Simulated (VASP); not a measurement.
Ba:

```
Ba
1.0
    -2.47176    2.47765    2.44851
     2.56531   -2.52802    2.59244
     2.45066    2.50692   -2.49889
Ba
1
Direct
  0.99892 0.00475 0.98853
```

This cell differs from its parent crystal: the cell strained at random.

Base run:

| Quantity | Value |
| --- | --- |
| Program | VASP 6.6.1 |
| Functional | PBE |
| Potentials or basis | VASP PAW PBE potentials, release 64 (Ba_sv) |
| Cutoff | 520 eV |
| k mesh | 8 × 8 × 8 |
| Occupations | fermi-dirac, width 0.05 eV |
| Spin | no spin polarisation |

Its results: band gap on the k mesh zero (band 5 reaches 2.08 eV, above the bottom of band 6 at 1.11 eV); pressure 0.0 GPa.

Task: The run is repeated on the same cell with these changes: functional from PBE to PBEsol. What comes out?

Result: Band gap on the k mesh zero (band 5 reaches 1.97 eV, above the bottom of band 6 at 1.00 eV); pressure -0.6 GPa.

PBEsol binds more tightly than PBE, so the same cell stands under less pressure.

Caveats: spin-orbit coupling is left out, which moves the levels of the heavy elements; the PAW data sets were made with another functional, which shifts forces and pressure a little (some runs).
